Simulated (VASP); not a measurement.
Crystal: Ca.

```xyz
1
Lattice="-2.2400 2.2400 2.2400 2.2400 -2.2400 2.2400 2.2400 2.2400 -2.2400" Properties=species:S:1:pos:R:3 pbc="T T T"
Ca    0.0000    0.0000    0.0000
```

Base run:

```yaml
Program: VASP 6.6.1
Functional: PBE
Potentials_or_basis: VASP PAW PBE potentials, release 64 (Ca_sv)
Cutoff: 520 eV
k_mesh: 8 × 8 × 8
Occupations: fermi-dirac, width 0.05 eV
Spin: no spin polarisation
```

Its results: band gap on the k mesh zero (band 5 reaches 2.10 eV, above the bottom of band 6 at 1.69 eV); pressure -1.0 GPa.

Q: The run is repeated on the same cell with these changes: functional from PBE to revPBE; occupations from fermi-dirac, width 0.05 eV to gaussian, width 0.15 eV. What comes out?

A: Band gap on the k mesh zero (band 5 reaches 2.19 eV, above the bottom of band 6 at 1.75 eV); pressure -0.3 GPa.

Caveats: the PAW data sets were made with another functional, which shifts forces and pressure a little (some runs).
